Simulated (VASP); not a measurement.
# PbS (Galena) (P1) in VASP: notebook

Runs on PbS (Galena). Level: PBE. Tasks: single point.

Everything below comes from runs of VASP 6.6.1. Logs are shortened: lines on timing, memory, paths and dates and some standing lists are left out, and cuts for length are marked.

### Step 1. The cell of the first run

The typed cell holds 2 atoms: a = 4.194 Å, b = 4.194 Å, c = 4.194 Å, α = 60.00°, β = 60.00°, γ = 60.00°.

### Step 2. Single point, PBE

The input, INCAR:

```
PREC = Accurate
ENCUT = 500
EDIFF = 1E-6
ISMEAR = 0
SIGMA = 0.01
LREAL = False
LASPH = True
NELM = 120
ALGO = Normal
ISIF = 2
LWAVE = False
LCHARG = False
GGA = PE
NBANDS = 17
GGA_COMPAT = False
```

The input, KPOINTS:

```
Automatic mesh
0
Gamma
  3 3 3
```

The input, POSCAR:

```
PbS
1.0
    0.0000000000      2.9657500000      2.9657500000
    2.9657500000      0.0000000000      2.9657500000
    2.9657500000      2.9657500000      0.0000000000
Pb S
1 1
Direct
    0.0008882456     -0.0009738672      0.0002106594
    0.4942593730      0.5062939896      0.4986385329
```

Potentials or basis: VASP PAW PBE potentials, release 64 (Pb_d, S).

Command:

```
> cat potpaw_PBE.64/Pb_d/POTCAR potpaw_PBE.64/S/POTCAR > POTCAR
> mpirun -np 1 vasp_std > vasp.out
```

OUTCAR:

```text
PREC = Accurate
   ENCUT = 500
   EDIFF = 1E-6
   ISMEAR = 0
   LREAL = False
   LASPH = True
   NELM = 120
   ISIF = 2
   GGA = PE

 ion  position               nearest neighbor table
   1  0.001  0.999  0.000-   2 2.94   2 2.95   2 2.96   2 2.97   2 2.98   2 2.99
   2  0.494  0.506  0.499-   1 2.94   1 2.95   1 2.96   1 2.97   1 2.98   1 2.99

  LATTYP: Found a face centered cubic cell.
 ALAT       =     5.9315000000

  Lattice vectors:

 A1 = (   0.0000000000,   2.9657500000,   2.9657500000)
 A2 = (   2.9657500000,   0.0000000000,   2.9657500000)
 A3 = (   2.9657500000,   2.9657500000,   0.0000000000)

Analysis of symmetry for initial positions (statically):
=====================================================================
 Subroutine PRICEL returns:
 Original cell was already a primitive cell.

 Routine SETGRP: Setting up the symmetry group for a
 face centered cubic supercell.

 Subroutine GETGRP returns: Found  1 space group operations
 (whereof  1 operations were pure point group operations)
 out of a pool of 48 trial point group operations.

The static configuration has the point symmetry C_1 .

Analysis of symmetry for dynamics (positions and initial velocities):
=====================================================================
 Subroutine PRICEL returns:
 Original cell was already a primitive cell.

 Routine SETGRP: Setting up the symmetry group for a
 face centered cubic supercell.

 Subroutine GETGRP returns: Found  1 space group operations
 (whereof  1 operations were pure point group operations)
 out of a pool of 48 trial point group operations.

The dynamic configuration has the point symmetry C_1 .

 Subroutine INISYM returns: Found  1 space group operations
 (whereof  1 operations are pure point group operations),
 and found     1 'primitive' translations

----------------------------------------------------------------------------------------

                                     Primitive cell

  volume of cell :      52.1715

  direct lattice vectors                    reciprocal lattice vectors
     0.000000000  2.965750000  2.965750000    -0.168591419  0.168591419  0.168591419
     2.965750000  0.000000000  2.965750000     0.168591419 -0.168591419  0.168591419
     2.965750000  2.965750000  0.000000000     0.168591419  0.168591419 -0.168591419

  length of vectors
     4.194203873  4.194203873  4.194203873     0.292008903  0.292008903  0.292008903

  position of ions in fractional coordinates (direct lattice)
     0.000888246  0.999026133  0.000210659
     0.494259373  0.506293990  0.498638533

  ion indices of the primitive-cell ions
   primitive index   ion index
                 1           1
                 2           2

----------------------------------------------------------------------------------------

 KPOINTS: Automatic mesh

Automatic generation of k-mesh.
 Grid dimensions read from file:
 generate k-points for:    3    3    3

 Generating k-lattice:

  Cartesian coordinates                     Fractional coordinates (reciprocal lattice)
    -0.056197140  0.056197140  0.056197140     0.333333333  0.000000000  0.000000000
     0.056197140 -0.056197140  0.056197140     0.000000000  0.333333333  0.000000000
     0.056197140  0.056197140 -0.056197140     0.000000000  0.000000000  0.333333333

  Length of vectors
     0.097336301  0.097336301  0.097336301

  Shift w.r.t. Gamma in fractional coordinates (k-lattice)
     0.000000000  0.000000000  0.000000000

 Subroutine IBZKPT returns following result:
 ===========================================

 Found     14 irreducible k-points:

 Following reciprocal coordinates:
            Coordinates               Weight
  0.000000  0.000000  0.000000      1.000000
  0.333333  0.000000  0.000000      2.000000
  0.000000  0.333333  0.000000      2.000000
  0.000000  0.000000  0.333333      2.000000
  0.333333  0.333333  0.333333      2.000000
  0.333333  0.333333  0.000000      2.000000
  0.000000  0.333333  0.333333      2.000000
  0.333333  0.000000  0.333333      2.000000
 -0.333333  0.333333  0.000000      2.000000
  0.000000 -0.333333  0.333333      2.000000
  0.333333  0.000000 -0.333333      2.000000
  0.333333  0.333333 -0.333333      2.000000
 -0.333333  0.333333 -0.333333      2.000000
  0.333333 -0.333333 -0.333333      2.000000
   k-points           NKPTS =     14   k-points in BZ     NKDIM =     14   number of bands    NBANDS=     17
   number of dos      NEDOS =    301   number of ions     NIONS =      2
   total plane-waves  NPLWV =  32768
   dimension x,y,z NGX =    32 NGY =   32 NGZ =   32
   dimension x,y,z NGXF=    64 NGYF=   64 NGZF=   64
   ions per type =               1   1
   NGX,Y,Z   is equivalent  to a cutoff of  12.68, 12.68, 12.68 a.u.
   NGXF,Y,Z  is equivalent  to a cutoff of  25.37, 25.37, 25.37 a.u.
 SYSTEM =  unknown system
   PREC   = accura    normal or accurate (medium, high low for compatibility)
   ISTART =      0    job   : 0-new  1-cont  2-samecut
   ICHARG =      2    charge: 1-file 2-atom 10-const
   ISPIN  =      1    spin polarized calculation?
   LNONCOLLINEAR =      F non collinear calculations
   LSORBIT =      F    spin-orbit coupling
   LASPH  =      T    aspherical Exc in radial PAW
   ENCUT  =  500.0 eV  36.75 Ry    6.06 a.u.   7.65  7.65  7.65*2*pi/ulx,y,z
   NELM   =    120;   NELMIN=  2; NELMDL= -5     # of ELM steps
   EDIFF  = 0.1E-05   stopping-criterion for ELM
   LREAL  =      F    real-space projection
   EDIFFG = 0.1E-04   stopping-criterion for IOM
   NSW    =      0    number of steps for IOM
   IBRION =     -1    ionic relax: 0-MD 1-quasi-New 2-CG
   NFREE  =      0    steps in history (QN), initial steepest desc. (CG)
   ISIF   =      2    stress and relaxation
   ISYM   =      2    0-nonsym 1-usesym 2-fastsym
   POTIM  = 0.5000    time-step for ionic-motion
   TEBEG  =    0.0;   TEEND  =   0.0 temperature during run
   PSTRESS=    0.0 pullay stress
   NELECT =      20.0000    total number of electrons
   NUPDOWN=      -1.0000    fix difference up-down
   EMIN   =  10.00;   EMAX   =-10.00  energy-range for DOS
   EFERMI =   0.00;   METHOD = LEGACY
   ISMEAR =     0;   SIGMA  =   0.01  broadening in eV -4-tet -1-fermi 0-gaus
   EFERMI_NEDOS =   21; number of points for ismear=-14 and -15
   IALGO  =     38    algorithm
   IMIX   =      4    mixing-type and parameters
     AMIX     =   0.40;   BMIX     =  1.00
     AMIX_MAG =   1.60;   BMIX_MAG =  1.00
  volume/ion in A,a.u.               =      26.09       176.04
  Fermi-wavevector in a.u.,A,eV,Ry     =   1.189251  2.247359 19.242973  1.414319
  Thomas-Fermi vector in A             =   2.325363
   LORBIT       =      0    0 simple, 1 ext, 2 COOP (PROOUT), +10 PAW based schemes
   GGA     = PE    functional components
   LHFCALC =     F    Hartree Fock is set to
   AEXX    =    0.0000 exact exchange contribution
   IVDW    =     0    specifies the selected vdW correction
   LEPSILON=     F    determine dielectric tensor
   LRPA    =     F    only Hartree local field effects (RPA)
 non-spin polarized calculation
 Gauss-broadening in eV      SIGMA  =   0.01
  energy-cutoff  :      500.00
  volume of cell :       52.17
 maximum number of plane-waves:      1363
 NGX is ok and might be reduce to    30
   NGX = 15   NGY = 15   NGZ = 15

 number of electron      19.9999999 magnetization

 Free energy of the ion-electron system (eV)
  ---------------------------------------------------
  ext. energy  EPLUGINS =         0.00000000
  ---------------------------------------------------
  free energy    TOTEN  =        -8.87066792 eV

  energy without entropy =       -8.87066792  energy(sigma->0) =       -8.87066792

 E-fermi :   5.1009     XC(G=0):  -9.7008

 val. band max:        5.0559404109   @ k =   0.3333   0.3333   0.3333
 cond. band min:       7.2734871067   @ k =   0.3333   0.3333   0.3333
 fundamental gap:      2.2175466958
 Fermi energy:         5.1009006077

 k-point     1 :       0.0000    0.0000    0.0000
  band No.  band energies     occupation
      1     -11.0300      2.00000
      2     -11.0299      2.00000
      3     -11.0299      2.00000
      4     -11.0151      2.00000
      5     -11.0151      2.00000
      6      -7.8135      2.00000
[... 9 lines left out ...]
     16      12.5420      0.00000
     17      14.4617      0.00000

 k-point     2 :       0.3333    0.0000    0.0000
  band No.  band energies     occupation
      1     -11.0412      2.00000
      2     -11.0411      2.00000
      3     -11.0272      2.00000
      4     -10.9925      2.00000
      5     -10.9925      2.00000
      6      -6.9935      2.00000
[... 9 lines left out ...]
     16      14.5436      0.00000
     17      18.0567      0.00000

 k-point     3 :       0.0000    0.3333    0.0000
  band No.  band energies     occupation
      1     -11.0412      2.00000
      2     -11.0411      2.00000
      3     -11.0272      2.00000
      4     -10.9925      2.00000
      5     -10.9925      2.00000
      6      -6.9937      2.00000
[... 9 lines left out ...]
     16      14.5437      0.00000
     17      18.0571      0.00000

 k-point     4 :       0.0000    0.0000    0.3333
  band No.  band energies     occupation
      1     -11.0413      2.00000
      2     -11.0412      2.00000
      3     -11.0271      2.00000
      4     -10.9926      2.00000
      5     -10.9924      2.00000
      6      -6.9930      2.00000
[... 9 lines left out ...]
     16      14.5425      0.00000
     17      18.0551      0.00000
[... 143 lines left out ...]
      1     -11.1065      2.00000
      2     -11.0202      2.00000
      3     -11.0173      2.00000
      4     -10.9966      2.00000
      5     -10.9832      2.00000
      6      -6.2379      2.00000
[... 9 lines left out ...]
     16      16.0108      0.00000
     17      17.7051      0.00000

 k-point    13 :      -0.3333    0.3333   -0.3333
  band No.  band energies     occupation
      1     -11.1065      2.00000
      2     -11.0198      2.00000
      3     -11.0178      2.00000
      4     -10.9966      2.00000
      5     -10.9831      2.00000
      6      -6.2380      2.00000
[... 9 lines left out ...]
     16      16.0054      0.00000
     17      17.7075      0.00000

 k-point    14 :       0.3333   -0.3333   -0.3333
  band No.  band energies     occupation
      1     -11.1065      2.00000
      2     -11.0200      2.00000
      3     -11.0176      2.00000
      4     -10.9966      2.00000
      5     -10.9831      2.00000
      6      -6.2381      2.00000
[... 9 lines left out ...]
     16      16.0077      0.00000
     17      17.7062      0.00000

------------------------ aborting loop because EDIFF is reached ----------------------------------------

  FORCE on cell =-STRESS in cart. coord.  units (eV):
  Direction    XX          YY          ZZ          XY          YZ          ZX
  --------------------------------------------------------------------------------------
  -------------------------------------------------------------------------------------
  Total        0.3618700      0.3666213      0.3574634     -0.0005256     -0.0000763      0.0000386
  in kB       11.1129535     11.2588672     10.9776302     -0.0161407     -0.0023432      0.0011852
  external PRESSURE =      11.1164836 kB  Pullay stress =       0.0000000 kB

 VOLUME and BASIS-vectors are now :
 -----------------------------------------------------------------------------
  energy-cutoff  :      500.00
  volume of cell :       52.17
      direct lattice vectors                 reciprocal lattice vectors
     0.000000000  2.965750000  2.965750000    -0.168591419  0.168591419  0.168591419
     2.965750000  0.000000000  2.965750000     0.168591419 -0.168591419  0.168591419
     2.965750000  2.965750000  0.000000000     0.168591419  0.168591419 -0.168591419

 POSITION                                       TOTAL-FORCE (eV/Angst)
 -----------------------------------------------------------------------------------
      2.96349      0.00326      2.96550         0.004590     -0.006666      0.000518
      2.98038      2.94469      2.96739        -0.004590      0.006666     -0.000518
 -----------------------------------------------------------------------------------
    total drift:                                0.000041     -0.000155      0.000007

  FREE ENERGIE OF THE ION-ELECTRON SYSTEM (eV)
  ---------------------------------------------------
  free  energy   TOTEN  =        -8.8706679163 eV

  energy  without entropy=       -8.8706679163  energy(sigma->0) =       -8.87066792
```

It took 12 s on 1 thread of AMD EPYC 7R43 (Zen 3), shared host; peak memory 0.14 GiB.

What came out:

| Quantity | Value |
| --- | --- |
| Free energy | -8.8707 eV |
| Pressure | 1.1 GPa |
| Largest force | 0.008 eV/Å |
| Band gap on the k mesh | 2.22 eV, direct |

Forces in eV/Å, atoms in the order of the input:
```
Pb   0.005 -0.007  0.001
S   -0.005  0.007 -0.001
```

Caveat: the k points lie up to 0.61 Å⁻¹ apart; spin-orbit coupling is left out, which moves the levels of the heavy elements. A k mesh can miss the band edges.

### Step 3. Single point, PBE

The input, INCAR:

```
SYSTEM = PbS
ALGO = Normal
EDIFF = 1E-6
ENCUT = 500
GGA = PE
GGA_COMPAT = .FALSE.
ISIF = 2
ISMEAR = 0
LASPH = .TRUE.
LCHARG = .TRUE.
LELF = .TRUE.
LREAL = .FALSE.
LVHAR = .TRUE.
LWAVE = .FALSE.
NBANDS = 17
NELM = 120
PREC = Accurate
SIGMA = 0.01
```

The input, KPOINTS:

```
k-points
0
G
  3 3 3
  0 0 0
```

The input, POSCAR:

```
PbS
1.0
    0.0000000000      2.9657500000      2.9657500000
    2.9657500000      0.0000000000      2.9657500000
    2.9657500000      2.9657500000      0.0000000000
Pb S
1 1
Direct
    0.0010362349     -0.0011361219      0.0002457569
    0.4933029356      0.5073426222      0.4984117019
```

Potentials or basis: VASP PAW PBE potentials, release 64 (Pb_d, S).

Command:

```
> cat potpaw_PBE.64/Pb_d/POTCAR potpaw_PBE.64/S/POTCAR > POTCAR
> mpirun -np 1 vasp_std > vasp.out
```

OUTCAR:

```text
SYSTEM = PbS
   EDIFF = 1E-6
   ENCUT = 500
   GGA = PE
   ISIF = 2
   ISMEAR = 0
   LASPH = .TRUE.
   LREAL = .FALSE.
   NELM = 120
   PREC = Accurate

 ion  position               nearest neighbor table
   1  0.001  0.999  0.000-   2 2.94   2 2.95   2 2.96   2 2.97   2 2.99   2 2.99
   2  0.493  0.507  0.498-   1 2.94   1 2.95   1 2.96   1 2.97   1 2.99   1 2.99

  LATTYP: Found a face centered cubic cell.
 ALAT       =     5.9315000000

  Lattice vectors:

 A1 = (   0.0000000000,   2.9657500000,   2.9657500000)
 A2 = (   2.9657500000,   0.0000000000,   2.9657500000)
 A3 = (   2.9657500000,   2.9657500000,   0.0000000000)

Analysis of symmetry for initial positions (statically):
=====================================================================
 Subroutine PRICEL returns:
 Original cell was already a primitive cell.

 Routine SETGRP: Setting up the symmetry group for a
 face centered cubic supercell.

 Subroutine GETGRP returns: Found  1 space group operations
 (whereof  1 operations were pure point group operations)
 out of a pool of 48 trial point group operations.

The static configuration has the point symmetry C_1 .

Analysis of symmetry for dynamics (positions and initial velocities):
=====================================================================
 Subroutine PRICEL returns:
 Original cell was already a primitive cell.

 Routine SETGRP: Setting up the symmetry group for a
 face centered cubic supercell.

 Subroutine GETGRP returns: Found  1 space group operations
 (whereof  1 operations were pure point group operations)
 out of a pool of 48 trial point group operations.

The dynamic configuration has the point symmetry C_1 .

 Subroutine INISYM returns: Found  1 space group operations
 (whereof  1 operations are pure point group operations),
 and found     1 'primitive' translations

----------------------------------------------------------------------------------------

[... 100 lines left out ...]
     AMIX     =   0.40;   BMIX     =  1.00
     AMIX_MAG =   1.60;   BMIX_MAG =  1.00
  volume/ion in A,a.u.               =      26.09       176.04
  Fermi-wavevector in a.u.,A,eV,Ry     =   1.189251  2.247359 19.242973  1.414319
  Thomas-Fermi vector in A             =   2.325363
   LORBIT       =      0    0 simple, 1 ext, 2 COOP (PROOUT), +10 PAW based schemes
   GGA     = PE    functional components
   LHFCALC =     F    Hartree Fock is set to
   AEXX    =    0.0000 exact exchange contribution
   IVDW    =     0    specifies the selected vdW correction
   LEPSILON=     F    determine dielectric tensor
   LRPA    =     F    only Hartree local field effects (RPA)
 non-spin polarized calculation
 Gauss-broadening in eV      SIGMA  =   0.01
  energy-cutoff  :      500.00
  volume of cell :       52.17
 maximum number of plane-waves:      1363
 NGX is ok and might be reduce to    30
   NGX = 15   NGY = 15   NGZ = 15

 number of electron      19.9999999 magnetization

 Free energy of the ion-electron system (eV)
  ---------------------------------------------------
  ext. energy  EPLUGINS =         0.00000000
  ---------------------------------------------------
  free energy    TOTEN  =        -8.87062438 eV

  energy without entropy =       -8.87062438  energy(sigma->0) =       -8.87062438

 E-fermi :   5.1013     XC(G=0):  -9.7007

 val. band max:        5.0558969303   @ k =   0.3333   0.3333   0.3333
 cond. band min:       7.2736483747   @ k =   0.3333   0.3333   0.3333
 fundamental gap:      2.2177514444
 Fermi energy:         5.1013047469

 k-point     1 :       0.0000    0.0000    0.0000
  band No.  band energies     occupation
      1     -11.0299      2.00000
      2     -11.0298      2.00000
      3     -11.0297      2.00000
      4     -11.0150      2.00000
      5     -11.0150      2.00000
      6      -7.8139      2.00000
[... 257 lines left out ...]
      4     -10.9964      2.00000
      5     -10.9830      2.00000
      6      -6.2385      2.00000
[... 9 lines left out ...]
     16      16.0080      0.00000
     17      17.7064      0.00000

------------------------ aborting loop because EDIFF is reached ----------------------------------------

  FORCE on cell =-STRESS in cart. coord.  units (eV):
  Direction    XX          YY          ZZ          XY          YZ          ZX
  --------------------------------------------------------------------------------------
  -------------------------------------------------------------------------------------
  Total        0.3636479      0.3701224      0.3576620     -0.0007219     -0.0000982      0.0000551
  in kB       11.1675525     11.3663848     10.9837268     -0.0221700     -0.0030152      0.0016916
  external PRESSURE =      11.1725547 kB  Pullay stress =       0.0000000 kB

 VOLUME and BASIS-vectors are now :
 -----------------------------------------------------------------------------
  energy-cutoff  :      500.00
  volume of cell :       52.17
      direct lattice vectors                 reciprocal lattice vectors
     0.000000000  2.965750000  2.965750000    -0.168591419  0.168591419  0.168591419
     2.965750000  0.000000000  2.965750000     0.168591419 -0.168591419  0.168591419
     2.965750000  2.965750000  0.000000000     0.168591419  0.168591419 -0.168591419

 POSITION                                       TOTAL-FORCE (eV/Angst)
 -----------------------------------------------------------------------------------
      2.96311      0.00380      2.96545         0.005412     -0.007881      0.000607
      2.98282      2.94118      2.96766        -0.005412      0.007881     -0.000607
 -----------------------------------------------------------------------------------
    total drift:                                0.000037     -0.000161      0.000012

  FREE ENERGIE OF THE ION-ELECTRON SYSTEM (eV)
  ---------------------------------------------------
  free  energy   TOTEN  =        -8.8706243831 eV

  energy  without entropy=       -8.8706243831  energy(sigma->0) =       -8.87062438
```

stdout:

```text
POSCAR found type information on POSCAR PbS
 POSCAR found :  2 types and       2 ions
 scaLAPACK will be used
 LDA part: xc-table for (Slater+PW92), standard interpolation
 POSCAR, INCAR and KPOINTS ok, starting setup
 FFT: planning ... GRIDC
 FFT: planning ... GRID_SOFT
 FFT: planning ... GRID
 WAVECAR not read
 entering main loop
```

It took 13 s on 1 thread of AMD EPYC 7R43 (Zen 3), shared host; peak memory 0.14 GiB.

Results:

```yaml
Free_energy: -8.8706 eV
Pressure: 1.1 GPa
Largest_force: 0.010 eV/Å
Band_gap_on_the_k_mesh: 2.22 eV, direct
```

Forces on the atoms (eV/Å):
```
Pb   0.005 -0.008  0.001
S   -0.005  0.008 -0.001
```

Levels at points of the mesh, in eV from the valence-band top:
```
           k point  band 6  band 7  band 8  band 9  band 10  band 11  band 12  band 13  band 14  band 15
(0.00, 0.00, 0.00)  -12.87   -5.30   -1.45   -1.44    -1.44     5.95     5.95     5.97     7.48     7.49
```

Caveat: the k points lie up to 0.61 Å⁻¹ apart; spin-orbit coupling is left out, which moves the levels of the heavy elements.
